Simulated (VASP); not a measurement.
# PtS2 (P-3m1) in VASP: single point with PBE+U

Aim: the single point of PtS2 with PBE+U.

All numbers are computed with VASP 6.6.1; they aren't measurements. Logs are shortened: lines on timing, memory, paths and dates and some standing lists are left out, and cuts for length are marked.

## (1) The cell of the first run

The structure is trigonal, space group P-3m1 (No. 164). Conventional cell: a = 3.543 Å, b = 3.543 Å, c = 5.039 Å, α = 90.00°, β = 90.00°, γ = 120.00°. Within 3.2 Å of Pt (site symmetry -3m) lie 6 S at 2.40 Å. Within 3.2 Å of S (site symmetry 3m) lie 3 Pt at 2.40 Å.

## (2) Single point, PBE+U, collinear spin, zero start

The input, INCAR:

```
ALGO     = Normal         # electronic algorithm
EDIFF    = 1E-6           # SCF threshold, eV
ENCUT    = 520            # plane-wave cutoff, eV
GGA      = PE             # functional
ISIF     = 2              # what is computed and relaxed
ISMEAR   = 0              # smearing method
ISPIN    = 2              # spin polarisation
LASPH    = T              # aspherical terms in the spheres
LCHARG   = F              # write CHGCAR
LDAU     = T              # DFT+U
LDAUJ    = 0 0          
LDAUL    = 2 -1           # shell
LDAUPRINT= 1            
LDAUTYPE = 2            
LDAUU    = 1 0            # U, eV
LMAXMIX  = 4              # l up to which the mixer works
LORBIT   = 11             # projections on sites
LREAL    = F              # projectors in reciprocal space
LWAVE    = F              # write WAVECAR
MAGMOM   = 0 0 0          # initial moments
NBANDS   = 22             # bands
NELM     = 150            # most SCF steps
NUPDOWN  = 0.0            # fixed moment
PREC     = Accurate       # precision mode
SIGMA    = 0.05           # smearing width, eV
```

The input, KPOINTS:

```
k-points
0
Gamma
  6 6 4
```

The input, POSCAR:

```
PtS2
1.0
    3.5431995400      0.0000000000      0.0000000000
   -1.7715997700      3.0685008100      0.0000000000
    0.0000000000      0.0000000000      5.0388000900
Pt S
1 2
Direct
    0.0000000000      0.0000000000      0.0000000000
    0.3333333333      0.6666666667      0.2500000000
    0.6666666667      0.3333333333      0.7500000000
```

Potentials or basis: VASP PAW PBE potentials, release 64 (Pt, S).

Command:

```bash
cat potpaw_PBE.64/Pt/POTCAR potpaw_PBE.64/S/POTCAR > POTCAR
mpirun -np 1 vasp_std > vasp.out
```

OUTCAR:

```text
EDIFF = 1E-6
   ENCUT = 520
   GGA = PE
   ISIF = 2
   ISMEAR = 0
   ISPIN = 2
   LASPH = T
   LORBIT = 11
   LREAL = F
   NELM = 150
   NUPDOWN = 0.0
   PREC = Accurate

 ion  position               nearest neighbor table
   1  0.000  0.000  0.000-   2 2.40   3 2.40   3 2.40   2 2.40   3 2.40   2 2.40
   2  0.333  0.667  0.250-   1 2.40   1 2.40   1 2.40
   3  0.667  0.333  0.750-   1 2.40   1 2.40   1 2.40

  LATTYP: Found a hexagonal cell.
 ALAT       =     3.5431995400
 C/A-ratio  =     1.4221045225

  Lattice vectors:

 A1 = (   3.5431995400,   0.0000000000,   0.0000000000)
 A2 = (  -1.7715997700,   3.0685008100,   0.0000000000)
 A3 = (   0.0000000000,   0.0000000000,   5.0388000900)

Analysis of symmetry for initial positions (statically):
=====================================================================
 Subroutine PRICEL returns:
 Original cell was already a primitive cell.

 Routine SETGRP: Setting up the symmetry group for a
 hexagonal supercell.

 Subroutine GETGRP returns: Found 12 space group operations
 (whereof 12 operations were pure point group operations)
 out of a pool of 24 trial point group operations.

The static configuration has the point symmetry D_3d.

Analysis of symmetry for dynamics (positions and initial velocities):
=====================================================================
 Subroutine PRICEL returns:
 Original cell was already a primitive cell.

 Routine SETGRP: Setting up the symmetry group for a
 hexagonal supercell.

 Subroutine GETGRP returns: Found 12 space group operations
 (whereof 12 operations were pure point group operations)
 out of a pool of 24 trial point group operations.

The dynamic configuration has the point symmetry D_3d.

Analysis of structural, dynamic, and magnetic symmetry:
=====================================================================
 Subroutine PRICEL returns:
 Original cell was already a primitive cell.

 Routine SETGRP: Setting up the symmetry group for a
 hexagonal supercell.

 Subroutine GETGRP returns: Found 12 space group operations
 (whereof 12 operations were pure point group operations)
 out of a pool of 24 trial point group operations.
[... 174 lines left out ...]
  o =  0.9054  v =  0.0000  0.0000  0.0000  0.0000  0.0000  0.0000 -0.0000 -1.0000 -0.0000 -0.0000      0.0000  0.0000  0.0000  0.0000  0.0000  0.0000  0.0000  0.0000  0.0000  0.0000
  o =  0.9056  v =  0.0000  0.0000  0.0000  0.0000  0.0000  0.0000  0.5840 -0.0000  0.0000  0.8118      0.0000  0.0000  0.0000  0.0000  0.0000  0.0000  0.0000  0.0000  0.0000  0.0000
  o =  0.9056  v =  0.0000  0.0000  0.0000  0.0000  0.0000 -0.8118  0.0000  0.0000 -0.5840  0.0000      0.0000  0.0000  0.0000  0.0000  0.0000  0.0000  0.0000  0.0000  0.0000  0.0000
  o =  0.9056  v =  0.0000  0.5840 -0.0000  0.0000  0.8118  0.0000  0.0000  0.0000  0.0000  0.0000      0.0000  0.0000  0.0000  0.0000  0.0000  0.0000  0.0000  0.0000  0.0000  0.0000
  o =  0.9056  v = -0.8118  0.0000  0.0000 -0.5840  0.0000  0.0000  0.0000  0.0000  0.0000  0.0000      0.0000  0.0000  0.0000  0.0000  0.0000  0.0000  0.0000  0.0000  0.0000  0.0000

 number of electron      22.0000000 magnetization       0.0000000

 Free energy of the ion-electron system (eV)
  ---------------------------------------------------
  ext. energy  EPLUGINS =         0.00000000
  ---------------------------------------------------
  free energy    TOTEN  =       -14.64624091 eV

  energy without entropy =      -14.64624091  energy(sigma->0) =      -14.64624091

 E-fermi :   7.0754     XC(G=0): -10.6879

 val. band max:        6.8459959634   @ k =   0.0000   0.0000   0.0000
 cond. band min:       7.3721543018   @ k =   0.3333   0.3333   0.0000
 fundamental gap:      0.5261583384
 Fermi energy:         7.0753957252

 spin component 1

 k-point     1 :       0.0000    0.0000    0.0000
  band No.  band energies     occupation
      1      -8.4014      1.00000
      2      -5.5882      1.00000
      3      -0.3072      1.00000
      4       0.3340      1.00000
      5       0.3340      1.00000
      6       2.8088      1.00000
[... 589 lines left out ...]
     21      18.3930      0.00000
     22      20.5695      0.00000
 Fermi energy:         7.0753957252

 spin component 2

 k-point     1 :       0.0000    0.0000    0.0000
  band No.  band energies     occupation
      1      -8.4014      1.00000
      2      -5.5882      1.00000
      3      -0.3072      1.00000
      4       0.3340      1.00000
      5       0.3340      1.00000
      6       2.8088      1.00000
[... 589 lines left out ...]
     21      18.3930      0.00000
     22      20.5695      0.00000

------------------------ aborting loop because EDIFF is reached ----------------------------------------

  FORCE on cell =-STRESS in cart. coord.  units (eV):
  Direction    XX          YY          ZZ          XY          YZ          ZX
  --------------------------------------------------------------------------------------
  -------------------------------------------------------------------------------------
  Total        0.7241207      0.7241207      0.0130346      0.0000000      0.0000000      0.0000000
  in kB       21.1773965     21.1773965      0.3812065      0.0000000      0.0000000      0.0000000
  external PRESSURE =      14.2453332 kB  Pullay stress =       0.0000000 kB

 VOLUME and BASIS-vectors are now :
 -----------------------------------------------------------------------------
  energy-cutoff  :      520.00
  volume of cell :       54.78
      direct lattice vectors                 reciprocal lattice vectors
     3.543199540  0.000000000  0.000000000     0.282230789  0.162946022  0.000000000
    -1.771599770  3.068500810  0.000000000     0.000000000  0.325892044  0.000000000
     0.000000000  0.000000000  5.038800090     0.000000000  0.000000000  0.198459947

 POSITION                                       TOTAL-FORCE (eV/Angst)
 -----------------------------------------------------------------------------------
      0.00000      0.00000      0.00000         0.000000      0.000000      0.000000
     -0.00000      2.04567      1.25970         0.000000      0.000000     -0.404379
      1.77160      1.02283      3.77910        -0.000000     -0.000000      0.404379
 -----------------------------------------------------------------------------------
    total drift:                               -0.000000     -0.000000     -0.000000

  FREE ENERGIE OF THE ION-ELECTRON SYSTEM (eV)
  ---------------------------------------------------
  free  energy   TOTEN  =       -14.6462409110 eV

  energy  without entropy=      -14.6462409110  energy(sigma->0) =      -14.64624091

 total charge

# of ion       s       p       d       tot
------------------------------------------
    1        0.682   0.754   8.030   9.466
    2        1.365   2.264   0.000   3.629
    3        1.365   2.264   0.000   3.629
--------------------------------------------------
tot          3.412   5.282   8.030  16.724

 magnetization (x)

# of ion       s       p       d       tot
------------------------------------------
    1       -0.000  -0.000  -0.000  -0.000
    2       -0.000   0.000   0.000   0.000
    3       -0.000   0.000   0.000   0.000
--------------------------------------------------
tot         -0.000   0.000  -0.000  -0.000
```

It took 58 s on 1 thread of AMD EPYC 9R45 (Zen 5), shared host; peak memory 0.19 GiB.

What came out:

```yaml
Free_energy: -14.6462 eV
Pressure: 1.4 GPa
Largest_force: 0.404 eV/Å
Net_moment: 0.00 μB per cell
Valence_electrons_inside_the_program's_atomic_spheres: Pt 9.47; S 3.63
```

Forces in eV/Å, atoms in the order of the input:
```
Pt   0.000  0.000  0.000
S    0.000  0.000 -0.404
S    0.000  0.000  0.404
```

Stress tensor (GPa, compression positive):
```
2.12 0.00 0.00
0.00 2.12 0.00
0.00 0.00 0.04
```

Eigenvalues of the final occupation matrices:
```csv
site,spin,trace,eigenvalues
site 1 d,1,4.04,0.66 0.66 0.91 0.91 0.91
site 1 d,2,4.04,0.66 0.66 0.91 0.91 0.91
```

Caveat: spin-orbit coupling is left out, which moves the levels of the heavy elements; the total moment is fixed, so each spin has its own Fermi level.
